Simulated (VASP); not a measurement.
# CsTl2 (P4_2/mnm) in VASP: a series of runs

The runs below take CsTl2 through single point, relaxation of cell and atoms, with PBE.

Everything below comes from runs of VASP 6.6.1. Logs are shortened: lines on timing, memory, paths and dates and some standing lists are left out, and cuts for length are marked.

## 1. The cell of the first run

The structure is tetragonal, space group P4_2/mnm (No. 136). The conventional cell has a = 7.348 Å, b = 7.348 Å, c = 6.976 Å, α = 90.00°, β = 90.00°, γ = 90.00°. Cs (site symmetry mmm) has 6 Tl at 3.66 to 3.81 Å within 4.8 Å. Tl (site symmetry m2m) has 1 Tl at 3.08 Å and 3 Cs at 3.66 to 3.81 Å within 4.1 Å.

## 2. Single point, PBE

File INCAR:

```
ALGO = Fast
EDIFF = 1E-7
ENCUT = 520
GGA = PE
ISIF = 2
ISMEAR = 0
LASPH = T
LCHARG = F
LREAL = F
LWAVE = F
NBANDS = 44
NELM = 80
PREC = Accurate
SIGMA = 0.1
```

File KPOINTS:

```
k-points
0
Gamma
  4 4 4
```

File POSCAR:

```
CsTl2
1.0
    7.3479715718      0.0000000000      0.0000000000
    0.0000000000      7.3479715718      0.0000000000
    0.0000000000      0.0000000000      6.9764935044
Cs Tl
2 4
Direct
    0.0000000000      0.0000000000      0.0000000000
    0.5000000000      0.5000000000      0.5000000000
    0.3517986271      0.3517986271      0.0000000000
    0.1482013729      0.8517986271      0.5000000000
    0.6482013729      0.6482013729      0.0000000000
    0.8517986271      0.1482013729      0.5000000000
```

Potentials or basis: VASP PAW PBE potentials, release 64 (Cs_sv, Tl_d).

Command:

```
> cat potpaw_PBE.64/Cs_sv/POTCAR potpaw_PBE.64/Tl_d/POTCAR > POTCAR
> mpirun -np 1 vasp_std > vasp.out
```

OUTCAR:

```text
EDIFF = 1E-7
   ENCUT = 520
   GGA = PE
   ISIF = 2
   ISMEAR = 0
   LASPH = T
   LREAL = F
   NELM = 80
   PREC = Accurate

 ion  position               nearest neighbor table
   1  0.000  0.000  0.000-   3 3.66   5 3.66
   2  0.500  0.500  0.500-   4 3.66   6 3.66
   3  0.352  0.352  0.000-   5 3.08   1 3.66
   4  0.148  0.852  0.500-   6 3.08   2 3.66
   5  0.648  0.648  0.000-   3 3.08   1 3.66
   6  0.852  0.148  0.500-   4 3.08   2 3.66

  LATTYP: Found a simple tetragonal cell.
 ALAT       =     7.3479715718
 C/A-ratio  =     0.9494448143

  Lattice vectors:

 A1 = (   7.3479715718,   0.0000000000,   0.0000000000)
 A2 = (   0.0000000000,   7.3479715718,   0.0000000000)
 A3 = (   0.0000000000,   0.0000000000,   6.9764935044)

Analysis of symmetry for initial positions (statically):
=====================================================================
 Subroutine PRICEL returns:
 Original cell was already a primitive cell.

 Routine SETGRP: Setting up the symmetry group for a
 simple tetragonal supercell.

 Subroutine GETGRP returns: Found 16 space group operations
 (whereof  8 operations were pure point group operations)
 out of a pool of 16 trial point group operations.

The static configuration has the point symmetry D_2h.
 The point group associated with its full space group is D_4h.

Analysis of symmetry for dynamics (positions and initial velocities):
=====================================================================
 Subroutine PRICEL returns:
 Original cell was already a primitive cell.

 Routine SETGRP: Setting up the symmetry group for a
 simple tetragonal supercell.

 Subroutine GETGRP returns: Found 16 space group operations
 (whereof  8 operations were pure point group operations)
 out of a pool of 16 trial point group operations.

The dynamic configuration has the point symmetry D_2h.
 The point group associated with its full space group is D_4h.

 Subroutine INISYM returns: Found 16 space group operations
 (whereof  8 operations are pure point group operations),
 and found     1 'primitive' translations

----------------------------------------------------------------------------------------

                                     Primitive cell

  volume of cell :     376.6796

  direct lattice vectors                    reciprocal lattice vectors
     7.347971572  0.000000000  0.000000000     0.136091980  0.000000000  0.000000000
     0.000000000  7.347971572  0.000000000     0.000000000  0.136091980  0.000000000
     0.000000000  0.000000000  6.976493504     0.000000000  0.000000000  0.143338484

  length of vectors
     7.347971572  7.347971572  6.976493504     0.136091980  0.136091980  0.143338484

  position of ions in fractional coordinates (direct lattice)
     0.000000000  0.000000000  0.000000000
     0.500000000  0.500000000  0.500000000
     0.351798627  0.351798627  0.000000000
     0.148201373  0.851798627  0.500000000
     0.648201373  0.648201373  0.000000000
     0.851798627  0.148201373  0.500000000

  ion indices of the primitive-cell ions
   primitive index   ion index
                 1           1
                 2           2
                 3           3
                 4           4
                 5           5
                 6           6

----------------------------------------------------------------------------------------

 KPOINTS: k-points

Automatic generation of k-mesh.
 Grid dimensions read from file:
 generate k-points for:    4    4    4

 Generating k-lattice:

  Cartesian coordinates                     Fractional coordinates (reciprocal lattice)
     0.034022995  0.000000000  0.000000000     0.250000000  0.000000000  0.000000000
     0.000000000  0.034022995  0.000000000     0.000000000  0.250000000  0.000000000
     0.000000000  0.000000000  0.035834621     0.000000000  0.000000000  0.250000000

  Length of vectors
     0.034022995  0.034022995  0.035834621

  Shift w.r.t. Gamma in fractional coordinates (k-lattice)
     0.000000000  0.000000000  0.000000000

 Subroutine IBZKPT returns following result:
 ===========================================

 Found     18 irreducible k-points:

 Following reciprocal coordinates:
            Coordinates               Weight
  0.000000  0.000000  0.000000      1.000000
  0.250000  0.000000  0.000000      4.000000
  0.500000  0.000000  0.000000      2.000000
  0.250000  0.250000  0.000000      4.000000
  0.500000  0.250000  0.000000      4.000000
  0.500000  0.500000  0.000000      1.000000
[... 10 lines left out ...]
  0.500000  0.250000  0.500000      4.000000
  0.500000  0.500000  0.500000      1.000000
   k-points           NKPTS =     18   k-points in BZ     NKDIM =     18   number of bands    NBANDS=     44
   number of dos      NEDOS =    301   number of ions     NIONS =      6
   total plane-waves  NPLWV = 169344
   dimension x,y,z NGX =    56 NGY =   56 NGZ =   54
   dimension x,y,z NGXF=   112 NGYF=  112 NGZF=  108
   ions per type =               2   4
   NGX,Y,Z   is equivalent  to a cutoff of  12.67, 12.67, 12.87 a.u.
   NGXF,Y,Z  is equivalent  to a cutoff of  25.34, 25.34, 25.74 a.u.
 SYSTEM =  unknown system
   PREC   = accura    normal or accurate (medium, high low for compatibility)
   ISTART =      0    job   : 0-new  1-cont  2-samecut
   ICHARG =      2    charge: 1-file 2-atom 10-const
   ISPIN  =      1    spin polarized calculation?
   LNONCOLLINEAR =      F non collinear calculations
   LSORBIT =      F    spin-orbit coupling
   LASPH  =      T    aspherical Exc in radial PAW
   ENCUT  =  520.0 eV  38.22 Ry    6.18 a.u.  13.66 13.66 12.97*2*pi/ulx,y,z
   NELM   =     80;   NELMIN=  2; NELMDL= -5     # of ELM steps
   EDIFF  = 0.1E-06   stopping-criterion for ELM
   LREAL  =      F    real-space projection
   EDIFFG = 0.1E-05   stopping-criterion for IOM
   NSW    =      0    number of steps for IOM
   IBRION =     -1    ionic relax: 0-MD 1-quasi-New 2-CG
   NFREE  =      0    steps in history (QN), initial steepest desc. (CG)
   ISIF   =      2    stress and relaxation
   ISYM   =      2    0-nonsym 1-usesym 2-fastsym
   POTIM  = 0.5000    time-step for ionic-motion
   TEBEG  =    0.0;   TEEND  =   0.0 temperature during run
   PSTRESS=    0.0 pullay stress
   NELECT =      70.0000    total number of electrons
   NUPDOWN=      -1.0000    fix difference up-down
   EMIN   =  10.00;   EMAX   =-10.00  energy-range for DOS
   EFERMI =   0.00;   METHOD = LEGACY
   ISMEAR =     0;   SIGMA  =   0.10  broadening in eV -4-tet -1-fermi 0-gaus
   EFERMI_NEDOS =   21; number of points for ismear=-14 and -15
   IALGO  =     68    algorithm
   IMIX   =      4    mixing-type and parameters
     AMIX     =   0.40;   BMIX     =  1.00
     AMIX_MAG =   1.60;   BMIX_MAG =  1.00
  volume/ion in A,a.u.               =      62.78       423.66
  Fermi-wavevector in a.u.,A,eV,Ry     =   0.934222  1.765424 11.874769  0.872771
  Thomas-Fermi vector in A             =   2.061005
   LORBIT       =      0    0 simple, 1 ext, 2 COOP (PROOUT), +10 PAW based schemes
   GGA     = PE    functional components
   LHFCALC =     F    Hartree Fock is set to
   AEXX    =    0.0000 exact exchange contribution
   IVDW    =     0    specifies the selected vdW correction
   LEPSILON=     F    determine dielectric tensor
   LRPA    =     F    only Hartree local field effects (RPA)
 non-spin polarized calculation
 RMM-DIIS sequential band-by-band and
 Gauss-broadening in eV      SIGMA  =   0.10
  energy-cutoff  :      520.00
  volume of cell :      376.68
 maximum number of plane-waves:     10186
 NGX is ok and might be reduce to    56
   NGX = 27   NGY = 27   NGZ = 25

 number of electron      69.9999988 magnetization

 Free energy of the ion-electron system (eV)
  ---------------------------------------------------
  ext. energy  EPLUGINS =         0.00000000
  ---------------------------------------------------
  free energy    TOTEN  =        -8.29537273 eV

  energy without entropy =       -8.25305643  energy(sigma->0) =       -8.27421458

 E-fermi :   1.4363     XC(G=0):  -6.7723

 val. band max:        1.4300516609   @ k =   0.0000   0.0000   0.2500
 cond. band min:       1.4432444565   @ k =   0.0000   0.0000   0.0000
 fundamental gap:      0.0131927956
 Fermi energy:         1.4363499957

 k-point     1 :       0.0000    0.0000    0.0000
  band No.  band energies     occupation
      1     -21.3451      2.00000
      2     -21.3431      2.00000
      3     -10.7439      2.00000
      4     -10.7435      2.00000
      5     -10.6181      2.00000
      6     -10.5861      2.00000
[... 36 lines left out ...]
     43       4.1153      0.00000
     44       4.2044      0.00000

 k-point     2 :       0.2500    0.0000    0.0000
  band No.  band energies     occupation
      1     -21.3448      2.00000
      2     -21.3434      2.00000
      3     -10.7540      2.00000
      4     -10.7538      2.00000
      5     -10.6133      2.00000
      6     -10.5907      2.00000
[... 36 lines left out ...]
     43       4.1974      0.00000
     44       4.6916      0.00000

 k-point     3 :       0.5000    0.0000    0.0000
  band No.  band energies     occupation
      1     -21.3441      2.00000
      2     -21.3441      2.00000
      3     -10.7636      2.00000
      4     -10.7636      2.00000
      5     -10.6019      2.00000
      6     -10.6019      2.00000
[... 36 lines left out ...]
     43       4.1008      0.00000
     44       4.1008      0.00000

 k-point     4 :       0.2500    0.2500    0.0000
  band No.  band energies     occupation
      1     -21.3446      2.00000
      2     -21.3436      2.00000
      3     -10.7636      2.00000
      4     -10.7438      2.00000
      5     -10.6100      2.00000
      6     -10.5941      2.00000
[... 600 lines left out ...]
     43       4.1338      0.00000
     44       4.5223      0.00000

 k-point    17 :       0.5000    0.2500    0.5000
  band No.  band energies     occupation
      1     -21.3437      2.00000
      2     -21.3437      2.00000
      3     -10.7548      2.00000
      4     -10.7548      2.00000
      5     -10.5803      2.00000
      6     -10.5803      2.00000
[... 36 lines left out ...]
     43       4.7023      0.00000
     44       4.7412      0.00000

 k-point    18 :       0.5000    0.5000    0.5000
  band No.  band energies     occupation
      1     -21.3437      2.00000
      2     -21.3437      2.00000
      3     -10.7448      2.00000
      4     -10.7448      2.00000
      5     -10.5809      2.00000
      6     -10.5809      2.00000
[... 36 lines left out ...]
     43       4.7159      0.00000
     44       4.7324      0.00000

------------------------ aborting loop because EDIFF is reached ----------------------------------------

  FORCE on cell =-STRESS in cart. coord.  units (eV):
  Direction    XX          YY          ZZ          XY          YZ          ZX
  --------------------------------------------------------------------------------------
  -------------------------------------------------------------------------------------
  Total       -0.0633595     -0.0633595      0.8260623      0.0000000      0.0000000      0.0000000
  in kB       -0.2694947     -0.2694947      3.5135913      0.0000000      0.0000000      0.0000000
  external PRESSURE =       0.9915339 kB  Pullay stress =       0.0000000 kB

 VOLUME and BASIS-vectors are now :
 -----------------------------------------------------------------------------
  energy-cutoff  :      520.00
  volume of cell :      376.68
      direct lattice vectors                 reciprocal lattice vectors
     7.347971572  0.000000000  0.000000000     0.136091980  0.000000000  0.000000000
     0.000000000  7.347971572  0.000000000     0.000000000  0.136091980  0.000000000
     0.000000000  0.000000000  6.976493504     0.000000000  0.000000000  0.143338484

 POSITION                                       TOTAL-FORCE (eV/Angst)
 -----------------------------------------------------------------------------------
      0.00000      0.00000      0.00000         0.000000      0.000000      0.000000
      3.67399      3.67399      3.48825         0.000000      0.000000      0.000000
      2.58501      2.58501      0.00000         0.000851      0.000851     -0.000000
      1.08898      6.25899      3.48825        -0.000851      0.000851      0.000000
      4.76297      4.76297      0.00000        -0.000851     -0.000851      0.000000
      6.25899      1.08898      3.48825         0.000851     -0.000851      0.000000
 -----------------------------------------------------------------------------------
    total drift:                                0.000000      0.000000      0.000000

  FREE ENERGIE OF THE ION-ELECTRON SYSTEM (eV)
  ---------------------------------------------------
  free  energy   TOTEN  =        -8.2953727263 eV

  energy  without entropy=       -8.2530564338  energy(sigma->0) =       -8.27421458
```

Run time: 4 min. Hardware: 1 thread of Intel Xeon 6975P-C (Granite Rapids), shared host; peak memory 0.54 GiB.

What came out:

| Item | Value |
| --- | --- |
| Free energy | -8.2954 eV |
| Pressure | 0.1 GPa |
| Band gap on the k mesh | zero (band 35 reaches 1.79 eV, above the bottom of band 36 at 0.82 eV) |

Caveat: spin-orbit coupling is left out, which moves the levels of the heavy elements.

[end of part 1 of 2]
